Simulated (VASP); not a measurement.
InPd: single point with r2SCAN

The system is InPd.

```
In Pd
1.0
     3.33606    0.00000    0.00000
     0.00000    3.33606    0.00000
     0.00000    0.00000    3.33606
In Pd
1 1
Direct
  0.00000 0.00000 0.00000
  0.50000 0.50000 0.50000
```

```json
{
  "Program": "VASP 6.6.1",
  "Task": "single point",
  "Functional": "r2SCAN",
  "Potentials or basis": "VASP PAW PBE potentials, release 64 (In_d, Pd)",
  "Cutoff": "520 eV",
  "k mesh": "8 × 8 × 8",
  "Occupations": "fermi-dirac, width 0.05 eV",
  "Spin": "no spin polarisation"
}
```

- Pressure: -6.7 GPa

Levels at points of the mesh, in eV from the Fermi level:
| k point | band 10 | band 11 | band 12 | band 13 | band 14 | band 15 |
| --- | --- | --- | --- | --- | --- | --- |
| (0.00, 0.00, 0.00) | -2.16 | -2.16 | 4.48 | 4.48 | 4.48 | 9.44 |
| (0.50, 0.00, 0.00) | -3.07 | -2.21 | -1.05 | 9.66 | 9.66 | 10.07 |
| (0.50, 0.50, 0.00) | -2.12 | -2.12 | -1.63 | 1.42 | 2.52 | 9.74 |
| (0.50, 0.50, 0.50) | -1.59 | 0.05 | 3.98 | 3.98 | 3.98 | 4.43 |

It took 73 s on 1 thread of Intel(R) Xeon(R) Platinum 8488C (Sapphire Rapids), on a shared host, peak memory 0.18 GiB.

Caveat: the PAW data sets were made with another functional, which shifts forces and pressure a little; spin-orbit coupling is left out, which moves the levels of the heavy elements.
